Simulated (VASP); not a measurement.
# Ir (P2_1/m) in VASP: single point with r2SCAN

Aim: the single point of Ir with r2SCAN.

All numbers are computed with VASP 6.6.1; they aren't measurements. Logs are shortened: lines on timing, memory, paths and dates and some standing lists are left out, and cuts for length are marked.

## Step 1: The cell of the first run

The typed cell holds 2 atoms: a = 2.751 Å, b = 2.745 Å, c = 4.462 Å, α = 90.00°, β = 90.00°, γ = 119.78°.

This isn't the form of Ir at room conditions, which is fcc.

## Step 2: Single point, r2SCAN (strain +0.0050 x Voigt [0, 0, 0, 0, 0, 1])

File POSCAR:

```
Ir
1.0
    2.7513778946      0.0068784447      0.0000000000
   -1.3697320394      2.3793239297      0.0000000000
    0.0000000000      0.0000000000      4.4622900000
Ir
2
Direct
    0.6666666667      0.3333333333      0.7500000000
    0.3333333333      0.6666666667      0.2500000000
```

File INCAR.step1:

```
  PREC = Accurate
  ENCUT = 520
  ISMEAR = 0
  SIGMA = 0.15
  LREAL = False
  LASPH = True
  NELM = 60
  NBANDS = 16
  GGA = PE
  ALGO = Normal
  EDIFF = 1E-4
  LWAVE = True
  LCHARG = False
```

File INCAR.step2:

```
  PREC = Accurate
  ENCUT = 520
  EDIFF = 1E-6
  ISMEAR = 0
  SIGMA = 0.15
  LREAL = False
  LASPH = True
  NELM = 60
  ALGO = Normal
  ISIF = 2
  LWAVE = False
  LCHARG = False
  METAGGA = R2SCAN
  LMIXTAU = True
  NBANDS = 16
  ISTART = 1
```

File KPOINTS:

```
Automatic mesh
0
Gamma
  18 18 12
```

Potentials or basis: VASP PAW PBE potentials, release 64 (Ir).

On the command line:

```console
$ cat potpaw_PBE.64/Ir/POTCAR > POTCAR
$ cp INCAR.step1 INCAR
$ mpirun -np 1 vasp_std > vasp.out
$ cp INCAR.step2 INCAR
$ mpirun -np 1 vasp_std > vasp.out
```

OUTCAR:

```text
PREC = Accurate
   ENCUT = 520
   EDIFF = 1E-6
   ISMEAR = 0
   LREAL = False
   LASPH = True
   NELM = 60
   ISIF = 2
   METAGGA = R2SCAN
   ISTART = 1

 ion  position               nearest neighbor table
   1  0.667  0.333  0.750-   2 2.74   2 2.74   2 2.74   2 2.74   2 2.74   2 2.74
   2  0.333  0.667  0.250-   1 2.74   1 2.74   1 2.74   1 2.74   1 2.74   1 2.74

  Warning from LATTYP: Monoclinic adjustment (A1->A3, A2->A1, A3->A2)!
  LATTYP: Found a simple monoclinic cell.
 ALAT       =     2.7454231408
 B/A-ratio  =     1.6253560093
 C/A-ratio  =     1.0021721066
 COS(beta)  =    -0.4967465479

  Lattice vectors:

 A1 = (  -1.3697320394,   2.3793239297,   0.0000000000)
 A2 = (   0.0000000000,   0.0000000000,   4.4622900000)
 A3 = (   2.7513778946,   0.0068784447,   0.0000000000)

Analysis of symmetry for initial positions (statically):
=====================================================================
 Subroutine PRICEL returns:
 Original cell was already a primitive cell.

 Routine SETGRP: Setting up the symmetry group for a
 simple monoclinic supercell.

 Subroutine GETGRP returns: Found  4 space group operations
 (whereof  2 operations were pure point group operations)
 out of a pool of  4 trial point group operations.

The static configuration has the point symmetry S_2 .
 The point group associated with its full space group is C_2h.

Analysis of symmetry for dynamics (positions and initial velocities):
=====================================================================
 Subroutine PRICEL returns:
 Original cell was already a primitive cell.

 Routine SETGRP: Setting up the symmetry group for a
 simple monoclinic supercell.

 Subroutine GETGRP returns: Found  4 space group operations
 (whereof  2 operations were pure point group operations)
 out of a pool of  4 trial point group operations.

The dynamic configuration has the point symmetry S_2 .
 The point group associated with its full space group is C_2h.

 Subroutine INISYM returns: Found  4 space group operations
 (whereof  2 operations are pure point group operations),
 and found     1 'primitive' translations

----------------------------------------------------------------------------------------

                                     Primitive cell

  volume of cell :      29.2541

  direct lattice vectors                    reciprocal lattice vectors
     2.751377895  0.006878445  0.000000000     0.362931921  0.208933082  0.000000000
[... 85 lines left out ...]
   NELM   =     60;   NELMIN=  2; NELMDL=  0     # of ELM steps
   EDIFF  = 0.1E-05   stopping-criterion for ELM
   LREAL  =      F    real-space projection
   EDIFFG = 0.1E-04   stopping-criterion for IOM
   NSW    =      0    number of steps for IOM
   IBRION =     -1    ionic relax: 0-MD 1-quasi-New 2-CG
   NFREE  =      0    steps in history (QN), initial steepest desc. (CG)
   ISIF   =      2    stress and relaxation
   ISYM   =      2    0-nonsym 1-usesym 2-fastsym
   POTIM  = 0.5000    time-step for ionic-motion
   TEBEG  =    0.0;   TEEND  =   0.0 temperature during run
   PSTRESS=    0.0 pullay stress
   NELECT =      18.0000    total number of electrons
   NUPDOWN=      -1.0000    fix difference up-down
   EMIN   =  10.00;   EMAX   =-10.00  energy-range for DOS
   EFERMI =   0.00;   METHOD = LEGACY
   ISMEAR =     0;   SIGMA  =   0.15  broadening in eV -4-tet -1-fermi 0-gaus
   EFERMI_NEDOS =   21; number of points for ismear=-14 and -15
   IALGO  =     38    algorithm
   IMIX   =      4    mixing-type and parameters
     AMIX     =   0.40;   BMIX     =  1.00
     AMIX_MAG =   1.60;   BMIX_MAG =  1.00
  volume/ion in A,a.u.               =      14.63        98.71
  Fermi-wavevector in a.u.,A,eV,Ry     =   1.392420  2.631292 26.379432  1.938834
  Thomas-Fermi vector in A             =   2.516164
   LORBIT       =      0    0 simple, 1 ext, 2 COOP (PROOUT), +10 PAW based schemes
   METAGGA = R2SCAN    functional components
   LHFCALC =     F    Hartree Fock is set to
   AEXX    =    0.0000 exact exchange contribution
   IVDW    =     0    specifies the selected vdW correction
   LEPSILON=     F    determine dielectric tensor
   LRPA    =     F    only Hartree local field effects (RPA)
 non-spin polarized calculation
 Gauss-broadening in eV      SIGMA  =   0.15
  energy-cutoff  :      520.00
  volume of cell :       29.25
 maximum number of plane-waves:       800
   NGX = 11   NGY = 11   NGZ = 17

 number of electron      18.0000000 magnetization

 Free energy of the ion-electron system (eV)
  ---------------------------------------------------
  ext. energy  EPLUGINS =         0.00000000
  ---------------------------------------------------
  free energy    TOTEN  =      -104.55784061 eV

  energy without entropy =     -104.53259121  energy(sigma->0) =     -104.54521591

 E-fermi :   9.7450     XC(G=0): -15.1052

 val. band max:        9.7447511357   @ k =  -0.3889   0.3889   0.0000
 cond. band min:       9.7464591160   @ k =  -0.3889   0.4444   0.1667
 fundamental gap:      0.0017079804
 Fermi energy:         9.7449784574

 k-point     1 :       0.0000    0.0000    0.0000
  band No.  band energies     occupation
      1      -1.5611      2.00000
      2       1.5665      2.00000
      3       5.8318      2.00000
      4       5.8839      2.00000
      5       5.9854      2.00000
      6       6.5312      2.00000
[... 433 lines left out ...]
      3       4.5724      2.00000
      4       4.7164      2.00000
      5       5.7853      2.00000
      6       6.2081      2.00000
[... 8 lines left out ...]
     15      25.6769      0.00000
     16      26.7182      0.00000

 [... further k-points ...]

------------------------ aborting loop because EDIFF is reached ----------------------------------------

  FORCE on cell =-STRESS in cart. coord.  units (eV):
  Direction    XX          YY          ZZ          XY          YZ          ZX
  --------------------------------------------------------------------------------------
  -------------------------------------------------------------------------------------
  Total       -1.1981318     -1.1953063     -1.2341870     -0.1824641      0.0000000      0.0000000
  in kB      -65.6189055    -65.4641597    -67.5935628     -9.9931381      0.0000000      0.0000000
  external PRESSURE =     -66.2255427 kB  Pullay stress =       0.0000000 kB

 VOLUME and BASIS-vectors are now :
 -----------------------------------------------------------------------------
  energy-cutoff  :      520.00
  volume of cell :       29.25
      direct lattice vectors                 reciprocal lattice vectors
     2.751377895  0.006878445  0.000000000     0.362931921  0.208933082  0.000000000
    -1.369732039  2.379323930  0.000000000    -0.001049209  0.419683446  0.000000000
     0.000000000  0.000000000  4.462290000     0.000000000  0.000000000  0.224100182

 POSITION                                       TOTAL-FORCE (eV/Angst)
 -----------------------------------------------------------------------------------
      1.37767      0.79769      3.34672         0.005495      0.000011      0.000000
      0.00397      1.58851      1.11557        -0.005495     -0.000011     -0.000000
 -----------------------------------------------------------------------------------
    total drift:                                0.000000     -0.000000      0.000000

  FREE ENERGIE OF THE ION-ELECTRON SYSTEM (eV)
  ---------------------------------------------------
  free  energy   TOTEN  =      -104.5578406139 eV

  energy  without entropy=     -104.5325912116  energy(sigma->0) =     -104.54521591
```

OUTCAR.step1:

```text
PREC = Accurate
   ENCUT = 520
   ISMEAR = 0
   LREAL = False
   LASPH = True
[... 683 lines left out ...]
      1.37767      0.79769      3.34672         0.007044      0.000020      0.000000
      0.00397      1.58851      1.11557        -0.007044     -0.000020      0.000000
 -----------------------------------------------------------------------------------
    total drift:                                0.000000     -0.000000      0.000000

  FREE ENERGIE OF THE ION-ELECTRON SYSTEM (eV)
  ---------------------------------------------------
  free  energy   TOTEN  =       -17.5652734113 eV

  energy  without entropy=      -17.5391058139  energy(sigma->0) =      -17.55218961
```

OSZICAR.step1:

```text
N       E                     dE             d eps       ncg     rms          rms(c)
DAV:   1     0.141905759272E+03    0.14191E+03   -0.84619E+03 36768   0.113E+03
DAV:   2    -0.149204207024E+02   -0.15683E+03   -0.14110E+03 36816   0.305E+02
DAV:   3    -0.186345794510E+02   -0.37142E+01   -0.36591E+01 50640   0.558E+01
DAV:   4    -0.186744896923E+02   -0.39910E-01   -0.39900E-01 41400   0.494E+00
DAV:   5    -0.186756005446E+02   -0.11109E-02   -0.11108E-02 52040   0.857E-01    0.202E+01
DAV:   6    -0.177421033628E+02    0.93350E+00   -0.12004E+00 46760   0.142E+01    0.824E+00
DAV:   7    -0.175769732410E+02    0.16513E+00   -0.36687E-01 50512   0.739E+00    0.211E+00
DAV:   8    -0.175697351693E+02    0.72381E-02   -0.54352E-03 41984   0.654E-01    0.120E+00
DAV:   9    -0.175652656982E+02    0.44695E-02   -0.48152E-03 47848   0.866E-01    0.200E-02
DAV:  10    -0.175652734113E+02   -0.77131E-05   -0.25116E-05 31872   0.483E-02
   1 F= -.17565273E+02 E0= -.17552190E+02  d E =-.261676E-01
```

It took 11 min on 1 thread of Intel Xeon 6975P-C (Granite Rapids), shared host; peak memory 0.53 GiB.

What came out:

```yaml
Free_energy: -104.5578 eV
Pressure: -6.6 GPa
Largest_force: 0.005 eV/Å
Band_gap_on_the_k_mesh: zero (bands 9 and 10 overlap by 3.31 eV)
```

Forces in eV/Å, atoms in the order of the input:
```
Ir   0.005  0.000  0.000
Ir  -0.005  0.000  0.000
```

Caveat: the cell differs from its parent crystal (strain +0.0050 x Voigt [0, 0, 0, 0, 0, 1]); the cell stands under tension; the PAW data sets were made with another functional, which shifts forces and pressure a little; spin-orbit coupling is left out, which moves the levels of the heavy elements.
